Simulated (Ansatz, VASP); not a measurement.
**TaWO4 in VASP and in Ansatz**

```
O W Ta
1.0
     4.97773    0.00000    0.00000
     0.00000    5.93389    0.00000
    -0.10604    0.00000    5.14824
O W Ta
8 2 2
Cartesian
  1.2148 2.1997 2.0171
  3.7099 2.1997 0.5570
  3.6569 3.7342 3.1312
  1.1618 3.7342 4.5912
  0.9616 0.6088 4.8363
  3.8570 0.6088 2.8861
  3.9100 5.3251 0.3120
  1.0147 5.3251 2.2621
  -0.0265 1.0996 1.2871
  -0.0795 4.8343 3.8612
  2.4624 4.0742 1.2871
  2.4093 1.8597 3.8612
```

Alike in both runs: task single point; functional PBE; k mesh 5 × 5 × 5; no spin polarisation.

|  | VASP | Ansatz |
| --- | --- | --- |
| version | VASP 6.6.1 | Ansatz 0.2.0 |
| potentials or method | VASP PAW PBE potentials, release 64 (O, W_sv, Ta_pv), cutoff 600 eV | PAW plane waves |
| occupations | fermi-dirac, width 0.1 eV | fermi-dirac |
| valence electrons in the cell | 98 | 102 |

Ansatz gave:

* pressure (GPa): -9.0
* traceless stress, the component that is largest in VASP (GPa): 6.64
* rms of the force components (eV/Å): 1.538

Q: Estimate VASP's values.

A: Pressure (GPa): -8.0; traceless stress, the component that is largest in VASP (GPa): 6.84; rms of the force components (eV/Å): 1.659.

Atom by atom the forces differ by 0.128 eV/Å (rms over components). VASP's potentials hold 98 valence electrons a cell and Ansatz's 102, so a difference there can come from the potentials and not from the codes.

Neither program's run includes spin-orbit coupling.
